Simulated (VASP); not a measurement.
# RbMgH2 (P6/mmm) in VASP: notebook

RbMgH2 is run at these levels: PBE; tasks: single point, relaxation of cell and atoms.

Program: VASP 6.6.1. These are calculated values, not measurements. Logs are shortened: lines on timing, memory, paths and dates and some standing lists are left out, and cuts for length are marked.

**1. The cell of the first run**

It takes space group P6/mmm (No. 191, hexagonal). The conventional cell has a = 3.618 Å, b = 3.618 Å, c = 5.644 Å, α = 90.00°, β = 90.00°, γ = 120.00°. Rb (site symmetry 6/mmm) has 6 H at 2.09 Å and 2 Mg at 2.82 Å within 2.9 Å. Within 3.7 Å of Mg (site symmetry 6/mmm) lie 2 Rb at 2.82 Å and 12 H at 3.51 Å and 6 Mg at 3.62 Å. H (site symmetry -6m2) has 3 H at 2.09 Å and 3 Rb at 2.09 Å within 2.8 Å.

The cell was built from a structure type or drawn by symmetry, and may not be a known phase.

**2. Single point, PBE**

Input file INCAR:

```
PREC     = Accurate       # precision mode
ENCUT    = 520            # plane-wave cutoff, eV
EDIFF    = 1E-7           # SCF threshold, eV
ISMEAR   = 0              # smearing method
SIGMA    = 0.1            # smearing width, eV
LREAL    = False          # projectors in reciprocal space
LASPH    = True           # aspherical terms in the spheres
NELM     = 100            # most SCF steps
ALGO     = Normal         # electronic algorithm
ISIF     = 2              # what is computed and relaxed
LWAVE    = False          # write WAVECAR
LCHARG   = False          # write CHGCAR
GGA      = PE             # functional
NBANDS   = 14             # bands
```

Input file KPOINTS:

```
regular mesh
0
Gamma
  6 6 4
```

Input file POSCAR:

```
RbMgH2
1.0
    3.6178603200      0.0000000000      0.0000000000
   -1.8089301600      3.1331589400      0.0000000000
    0.0000000000      0.0000000000      5.6443766300
Rb Mg H
1 1 2
Direct
    0.0000000000      0.0000000000      0.0000000000
    0.0000000000      0.0000000000      0.5000000000
    0.3333333300      0.6666666700      0.0000000000
    0.6666666700      0.3333333300      0.0000000000
```

Potentials or basis: VASP PAW PBE potentials, release 64 (Rb_sv, Mg, H).

The run is started by

```
$ cat potpaw_PBE.64/Rb_sv/POTCAR potpaw_PBE.64/Mg/POTCAR potpaw_PBE.64/H/POTCAR > POTCAR
$ mpirun -np 1 vasp_std > vasp.out
```

OUTCAR:

```text
PREC = Accurate
   ENCUT = 520
   EDIFF = 1E-7
   ISMEAR = 0
   LREAL = False
   LASPH = True
   NELM = 100
   ISIF = 2
   GGA = PE

 ion  position               nearest neighbor table
   1  0.000  0.000  0.000-   3 2.09   4 2.09   3 2.09   4 2.09   4 2.09   3 2.09   2 2.82   2 2.82
                             2 4.59   2 4.59   2 4.59   2 4.59   2 4.59   2 4.59   2 4.59   2 4.59
   2  0.000  0.000  0.500-   1 2.82   1 2.82   1 4.59   1 4.59   1 4.59   1 4.59   1 4.59   1 4.59
                             1 4.59   1 4.59   1 4.59   1 4.59   1 4.59   1 4.59
   3  0.333  0.667  0.000-   1 2.09   1 2.09   1 2.09
   4  0.667  0.333  0.000-   1 2.09   1 2.09   1 2.09

  LATTYP: Found a hexagonal cell.
 ALAT       =     3.6178603200
 C/A-ratio  =     1.5601422196

  Lattice vectors:

 A1 = (   3.6178603200,   0.0000000000,   0.0000000000)
 A2 = (  -1.8089301600,   3.1331589400,   0.0000000000)
 A3 = (   0.0000000000,   0.0000000000,   5.6443766300)

Analysis of symmetry for initial positions (statically):
=====================================================================
 Subroutine PRICEL returns:
 Original cell was already a primitive cell.

 Routine SETGRP: Setting up the symmetry group for a
 hexagonal supercell.

 Subroutine GETGRP returns: Found 24 space group operations
 (whereof 24 operations were pure point group operations)
 out of a pool of 24 trial point group operations.

The static configuration has the point symmetry D_6h.

Analysis of symmetry for dynamics (positions and initial velocities):
=====================================================================
 Subroutine PRICEL returns:
 Original cell was already a primitive cell.

 Routine SETGRP: Setting up the symmetry group for a
 hexagonal supercell.

 Subroutine GETGRP returns: Found 24 space group operations
 (whereof 24 operations were pure point group operations)
 out of a pool of 24 trial point group operations.

The dynamic configuration has the point symmetry D_6h.

 Subroutine INISYM returns: Found 24 space group operations
 (whereof 24 operations are pure point group operations),
 and found     1 'primitive' translations

----------------------------------------------------------------------------------------

                                     Primitive cell

  volume of cell :      63.9809

  direct lattice vectors                    reciprocal lattice vectors
     3.617860320  0.000000000  0.000000000     0.276406470  0.159583350  0.000000000
    -1.808930160  3.133158940  0.000000000     0.000000000  0.319166700  0.000000000
     0.000000000  0.000000000  5.644376630     0.000000000  0.000000000  0.177167483

  length of vectors
     3.617860320  3.617860316  5.644376630     0.319166700  0.319166700  0.177167483

  position of ions in fractional coordinates (direct lattice)
     0.000000000  0.000000000  0.000000000
     0.000000000  0.000000000  0.500000000
     0.333333330  0.666666670  0.000000000
     0.666666670  0.333333330  0.000000000

  ion indices of the primitive-cell ions
   primitive index   ion index
                 1           1
                 2           2
                 3           3
                 4           4

----------------------------------------------------------------------------------------

 KPOINTS: regular mesh

Automatic generation of k-mesh.
 Grid dimensions read from file:
 generate k-points for:    6    6    4

 Generating k-lattice:

  Cartesian coordinates                     Fractional coordinates (reciprocal lattice)
     0.046067745  0.026597225  0.000000000     0.166666667  0.000000000  0.000000000
     0.000000000  0.053194450  0.000000000     0.000000000  0.166666667  0.000000000
     0.000000000  0.000000000  0.044291871     0.000000000  0.000000000  0.250000000

  Length of vectors
     0.053194450  0.053194450  0.044291871

  Shift w.r.t. Gamma in fractional coordinates (k-lattice)
     0.000000000  0.000000000  0.000000000

 Subroutine IBZKPT returns following result:
 ===========================================

 Found     21 irreducible k-points:

 Following reciprocal coordinates:
            Coordinates               Weight
  0.000000  0.000000  0.000000      1.000000
  0.166667  0.000000  0.000000      6.000000
  0.333333  0.000000  0.000000      6.000000
  0.500000  0.000000  0.000000      3.000000
  0.166667  0.166667  0.000000      6.000000
  0.333333  0.166667  0.000000     12.000000
[... 13 lines left out ...]
  0.333333  0.166667  0.500000     12.000000
  0.333333  0.333333  0.500000      2.000000
   k-points           NKPTS =     21   k-points in BZ     NKDIM =     21   number of bands    NBANDS=     14
   number of dos      NEDOS =    301   number of ions     NIONS =      4
   total plane-waves  NPLWV =  32928
   dimension x,y,z NGX =    28 NGY =   28 NGZ =   42
   dimension x,y,z NGXF=    56 NGYF=   56 NGZF=   84
   ions per type =               1   1   2
   NGX,Y,Z   is equivalent  to a cutoff of  12.87, 12.87, 12.37 a.u.
   NGXF,Y,Z  is equivalent  to a cutoff of  25.73, 25.73, 24.74 a.u.
 SYSTEM =  unknown system
   PREC   = accura    normal or accurate (medium, high low for compatibility)
   ISTART =      0    job   : 0-new  1-cont  2-samecut
   ICHARG =      2    charge: 1-file 2-atom 10-const
   ISPIN  =      1    spin polarized calculation?
   LNONCOLLINEAR =      F non collinear calculations
   LSORBIT =      F    spin-orbit coupling
   LASPH  =      T    aspherical Exc in radial PAW
   ENCUT  =  520.0 eV  38.22 Ry    6.18 a.u.   6.73  6.73 10.49*2*pi/ulx,y,z
   NELM   =    100;   NELMIN=  2; NELMDL= -5     # of ELM steps
   EDIFF  = 0.1E-06   stopping-criterion for ELM
   LREAL  =      F    real-space projection
   EDIFFG = 0.1E-05   stopping-criterion for IOM
   NSW    =      0    number of steps for IOM
   IBRION =     -1    ionic relax: 0-MD 1-quasi-New 2-CG
   NFREE  =      0    steps in history (QN), initial steepest desc. (CG)
   ISIF   =      2    stress and relaxation
   ISYM   =      2    0-nonsym 1-usesym 2-fastsym
   POTIM  = 0.5000    time-step for ionic-motion
   TEBEG  =    0.0;   TEEND  =   0.0 temperature during run
   PSTRESS=    0.0 pullay stress
   NELECT =      13.0000    total number of electrons
   NUPDOWN=      -1.0000    fix difference up-down
   EMIN   =  10.00;   EMAX   =-10.00  energy-range for DOS
   EFERMI =   0.00;   METHOD = LEGACY
   ISMEAR =     0;   SIGMA  =   0.10  broadening in eV -4-tet -1-fermi 0-gaus
   EFERMI_NEDOS =   21; number of points for ismear=-14 and -15
   IALGO  =     38    algorithm
   IMIX   =      4    mixing-type and parameters
     AMIX     =   0.40;   BMIX     =  1.00
     AMIX_MAG =   1.60;   BMIX_MAG =  1.00
  volume/ion in A,a.u.               =      16.00       107.94
  Fermi-wavevector in a.u.,A,eV,Ry     =   0.962438  1.818743 12.602886  0.926286
  Thomas-Fermi vector in A             =   2.091896
   LORBIT       =      0    0 simple, 1 ext, 2 COOP (PROOUT), +10 PAW based schemes
   GGA     = PE    functional components
   LHFCALC =     F    Hartree Fock is set to
   AEXX    =    0.0000 exact exchange contribution
   IVDW    =     0    specifies the selected vdW correction
   LEPSILON=     F    determine dielectric tensor
   LRPA    =     F    only Hartree local field effects (RPA)
 non-spin polarized calculation
 Gauss-broadening in eV      SIGMA  =   0.10
  energy-cutoff  :      520.00
  volume of cell :       63.98
 maximum number of plane-waves:      1737
 NGX is ok and might be reduce to    28
   NGX = 13   NGY = 13   NGZ = 21

 number of electron      12.9999998 magnetization

 Free energy of the ion-electron system (eV)
  ---------------------------------------------------
  ext. energy  EPLUGINS =         0.00000000
  ---------------------------------------------------
  free energy    TOTEN  =        -3.15197215 eV

  energy without entropy =       -3.13321042  energy(sigma->0) =       -3.14259129

 E-fermi :   1.8214     XC(G=0):  -8.5809

 val. band max:        1.8176516196   @ k =   0.1667   0.0000   0.0000
 cond. band min:       1.8317409508   @ k =   0.1667   0.0000   0.2500
 fundamental gap:      0.0140893312
 Fermi energy:         1.8213934337

 k-point     1 :       0.0000    0.0000    0.0000
  band No.  band energies     occupation
      1     -25.0370      2.00000
      2      -9.8466      2.00000
      3      -8.3915      2.00000
      4      -8.3915      2.00000
      5      -3.4744      2.00000
      6      -1.5845      2.00000
      7       3.1575      0.00000
      8       3.8846      0.00000
      9       7.3097      0.00000
     10       7.3097      0.00000
     11       8.4503      0.00000
     12      10.0935      0.00000
     13      10.0935      0.00000
     14      11.0127      0.00000

 k-point     2 :       0.1667    0.0000    0.0000
  band No.  band energies     occupation
      1     -24.9770      2.00000
      2      -9.7714      2.00000
      3      -9.1523      2.00000
      4      -8.4863      2.00000
      5      -2.6383      2.00000
      6      -0.8712      2.00000
      7       1.8177      1.04220
      8       3.8425      0.00000
      9       7.2377      0.00000
     10       7.9321      0.00000
     11       8.9556      0.00000
     12       9.0452      0.00000
     13       9.6010      0.00000
     14       9.9808      0.00000
[... 292 lines left out ...]
      1     -24.7877      2.00000
      2     -10.4344      2.00000
      3      -9.5963      2.00000
      4      -9.1793      2.00000
      5      -0.0147      2.00000
      6       0.5279      2.00000
      7       1.8454      0.73443
      8       2.8272      0.00000
      9       4.6422      0.00000
     10       4.9039      0.00000
     11       8.2440      0.00000
     12       8.4717      0.00000
     13      10.3084      0.00000
     14      10.7446      0.00000

 k-point    21 :       0.3333    0.3333    0.5000
  band No.  band energies     occupation
      1     -24.7557      2.00000
      2     -10.0152      2.00000
      3     -10.0152      2.00000
      4      -9.5503      2.00000
      5       1.2970      2.00000
      6       1.2970      2.00000
      7       1.9303      0.12359
      8       1.9303      0.12359
      9       3.4167      0.00000
     10       5.0386      0.00000
     11       8.8976      0.00000
     12       8.8976      0.00000
     13       8.9483      0.00000
     14       8.9483      0.00000

------------------------ aborting loop because EDIFF is reached ----------------------------------------

  FORCE on cell =-STRESS in cart. coord.  units (eV):
  Direction    XX          YY          ZZ          XY          YZ          ZX
  --------------------------------------------------------------------------------------
  -------------------------------------------------------------------------------------
  Total        7.2039911      7.2039911      5.1742606      0.0000000     -0.0000000      0.0000000
  in kB      180.3987574    180.3987569    129.5712574      0.0000000     -0.0000000      0.0000000
  external PRESSURE =     163.4562572 kB  Pullay stress =       0.0000000 kB

 VOLUME and BASIS-vectors are now :
 -----------------------------------------------------------------------------
  energy-cutoff  :      520.00
  volume of cell :       63.98
      direct lattice vectors                 reciprocal lattice vectors
     3.617860320  0.000000000  0.000000000     0.276406470  0.159583350  0.000000000
    -1.808930160  3.133158940  0.000000000     0.000000000  0.319166700  0.000000000
     0.000000000  0.000000000  5.644376630     0.000000000  0.000000000  0.177167483

 POSITION                                       TOTAL-FORCE (eV/Angst)
 -----------------------------------------------------------------------------------
      0.00000      0.00000      0.00000         0.000000      0.000000      0.000000
      0.00000      0.00000      2.82219         0.000000      0.000000      0.000000
     -0.00000      2.08877      0.00000        -0.000000      0.000000      0.000000
      1.80893      1.04439      0.00000         0.000000     -0.000000      0.000000
 -----------------------------------------------------------------------------------
    total drift:                               -0.000000      0.000000     -0.000000

  FREE ENERGIE OF THE ION-ELECTRON SYSTEM (eV)
  ---------------------------------------------------
  free  energy   TOTEN  =        -3.1519721528 eV

  energy  without entropy=       -3.1332104176  energy(sigma->0) =       -3.14259129
```

Wall time 18 s (1 thread of AMD EPYC 7R43 (Zen 3), shared host); peak memory 0.14 GiB.

What came out:

* Free energy: -3.1520 eV
* Pressure: 16.3 GPa
* Band gap on the k mesh: zero (an odd number of electrons rules out a gap without spin polarisation)

Levels at points of the mesh, in eV from the Fermi level:
| k point | band 3 | band 4 | band 5 | band 6 | band 7 | band 8 | band 9 | band 10 |
| --- | --- | --- | --- | --- | --- | --- | --- | --- |
| (0.00, 0.00, 0.00) | -10.21 | -10.21 | -5.30 | -3.41 | 1.34 | 2.06 | 5.49 | 5.49 |
| (0.50, 0.00, 0.00) | -11.36 | -10.57 | -2.92 | -0.66 | -0.52 | 1.52 | 1.80 | 5.32 |
| (0.00, 0.00, 0.50) | -10.21 | -10.21 | -4.71 | -3.47 | 0.82 | 1.35 | 5.63 | 5.63 |
| (0.50, 0.00, 0.50) | -11.42 | -10.57 | -2.79 | -1.09 | 0.16 | 0.84 | 2.88 | 4.99 |

Caveat: the cell stands under pressure.

**3. Single point, PBE**

This run uses another cell than the first one, of 41.48 Å³/atom.

Input file INCAR:

```
PREC = Accurate ; ENCUT = 520
EDIFF = 1E-7 ; ISMEAR = 0
SIGMA = 0.1 ; LREAL = F
LASPH = T ; NELM = 60
ALGO = Normal ; ISIF = 2
LWAVE = F ; LCHARG = T
GGA = PE ; LELF = T
LVHAR = T ; NBANDS = 14
```

Input file KPOINTS:

```
Automatic mesh
0
Gamma
  6 6 4
```

Input file POSCAR:

```
RbMgH2
1.0
    4.7214342096      0.0000000000      0.0000000000
   -2.3607171048      4.0888819678      0.0000000000
    0.0000000000      0.0000000000      8.5947739902
Rb Mg H
1 1 2
Direct
    0.0000000000      0.0000000000      0.0000000000
    0.0000000000      0.0000000000      0.5000000000
    0.3333333333      0.6666666667      0.0000000000
    0.6666666667      0.3333333333      0.0000000000
```

Potentials or basis: VASP PAW PBE potentials, release 64 (Rb_sv, Mg, H).

The run is started by

```
$ cat potpaw_PBE.64/Rb_sv/POTCAR potpaw_PBE.64/Mg/POTCAR potpaw_PBE.64/H/POTCAR > POTCAR
$ mpirun -np 1 vasp_std > vasp.out
```

Wall time 70 s (1 thread of AMD EPYC 7R43 (Zen 3), shared host); peak memory 0.25 GiB.

The run converged. Its results:

```
Free energy            : -5.7748 eV
Pressure               : 0.1 GPa
Band gap on the k mesh : zero (an odd number of electrons rules out a gap without spin polarisation)
```

Stress tensor (GPa, compression positive):
```
0.01 0.00 0.00
0.00 0.01 0.00
0.00 0.00 0.14
```

Levels at points of the mesh, in eV from the Fermi level:
```tsv
k point	band 2	band 3	band 4	band 5	band 6	band 7	band 8	band 9	band 10	band 11
(0.00, 0.00, 0.00)	-9.82	-9.50	-9.50	-2.39	-1.60	1.14	1.81	5.07	5.65	5.65
(0.50, 0.00, 0.00)	-9.80	-9.75	-9.54	-0.68	-0.51	-0.26	1.43	3.25	4.00	4.46
(0.00, 0.00, 0.50)	-9.82	-9.50	-9.50	-2.27	-1.75	1.14	1.88	4.79	5.60	5.60
(0.50, 0.00, 0.50)	-9.80	-9.75	-9.54	-0.59	-0.50	-0.32	1.30	2.91	4.42	5.28
```

(Part 1 of 2 ends here.)
